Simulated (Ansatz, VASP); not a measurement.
# TiTe2 in VASP and in Ansatz

Contents of INCAR:

```
SYSTEM = TiTe2
PREC = Accurate
ENCUT = 500
EDIFF = 1E-6
ISMEAR = 1
SIGMA = 0.001
LREAL = .False.
LASPH = .True.
NELM = 120
ALGO = Normal
ISIF = 2
LWAVE = .False.
LCHARG = .True.
GGA = PE
LELF = .True.
LVHAR = .True.
NBANDS = 19
GGA_COMPAT = .False.
```

The input KPOINTS:

```
Automatic mesh
0
Gamma
  6 6 6
  0 0 0
```

POSCAR

```
TiTe2
1.0
    1.8800618742      1.0854542292      6.8151508202
   -1.8800618742      1.0854542292      6.8151508202
    0.0000000000     -2.1709084583      6.8151508202
Ti Te
1 2
Direct
   -0.0003050365     -0.0003050365     -0.0003050365
    0.4191340035      0.4191340035      0.4191340035
    0.2478376996      0.2478376996      0.2478376996
```

Input for Ansatz:

```yaml
crystal:
  lattice:
    - [1.8800618742, 1.0854542292, 6.8151508202]
    - [-1.8800618742, 1.0854542292, 6.8151508202]
    - [0.0, -2.1709084583, 6.8151508202]
  atoms:
    - { symbol: Ti, position: [-0.0003050365, -0.0003050365, -0.0003050365] }
    - { symbol: Te, position: [0.4191340035, 0.4191340035, 0.4191340035] }
    - { symbol: Te, position: [0.2478376996, 0.2478376996, 0.2478376996] }
kpoints:
  mp_grid: { grid: [6, 6, 6] }
hamiltonian:
  xc: pbe
scf:
  occupations: { method: cold, width: 0.001 }
  n_extra_bands: 4
output:
  forces: true
  stress: true
  eigenvalues: true
```

Alike in both runs: task single point; functional PBE; k mesh 6 × 6 × 6; no spin polarisation.

|  | VASP | Ansatz |
| --- | --- | --- |
| version | VASP 6.6.1 | Ansatz 0.2.0 |
| potentials or method | VASP PAW PBE potentials, release 64 (Ti_sv, Te) | plane waves |
| plane-wave cutoff (eV) | 500 | 420 |
| occupations | methfessel-paxton of order 1, width 0.001 eV | cold, width 0.001 eV |
| valence electrons in the cell | 24 | 44 |

Ansatz gave:

```
pressure (GPa)                                                : 1.1
traceless stress, the component that is largest in VASP (GPa) : 0.39
rms of the force components (eV/Å)                            : 0.065
```

**Question.** Estimate VASP's values.

**Answer.** Pressure (GPa): 1.1; traceless stress, the component that is largest in VASP (GPa): 0.42; rms of the force components (eV/Å): 0.072.

Atom by atom the forces differ by 0.007 eV/Å (rms over components). VASP's potentials hold 24 valence electrons a cell and Ansatz's 44, so a difference there can come from the potentials and not from the codes.

Neither program's run includes spin-orbit coupling.
